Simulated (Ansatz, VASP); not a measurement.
## BN in VASP and in Ansatz

```xyz
2
Lattice="1.2511 0.7223 3.3729 -1.2511 0.7223 3.3729 0.0000 -1.4447 3.3729" Properties=species:S:1:pos:R:3 pbc="T T T"
N     0.0000    0.0000    6.7517
B     0.0000    0.0000    0.0033
```

Alike in both runs: functional B3LYP; k mesh 6 × 6 × 6; occupations fermi-dirac, width 0.05 eV; no spin polarisation.

|  | VASP | Ansatz |
| --- | --- | --- |
| version | VASP 6.6.1 | Ansatz 0.2.0 |
| potentials or method | VASP PAW PBE potentials, release 64 (N, B) | Ansatz PAW |
| plane-wave cutoff (eV) | 520 | 420 |
| valence electrons in the cell | 8 | 8 |
| task | single point | band structure |

|  | VASP | Ansatz | Ansatz less VASP |
| --- | --- | --- | --- |
| gap on the k mesh at the Fermi level (eV) | 5.98 | 5.96 | -0.018 |
| least direct gap on the mesh (eV) | 6.49 | 6.46 | -0.028 |
| pressure (GPa) | 0.6 | 0.7 | +0.01 |
| traceless stress, the component that is largest in VASP (GPa) | 2.51 | 2.70 | +0.192 |

VASP's potentials were made for PBE, not for B3LYP.

The k mesh is coarse, so the values compare programs but aren't converged. Noted on Ansatz's run: the k mesh misses the band edges, so the gap on the mesh is wider than the one along the path.
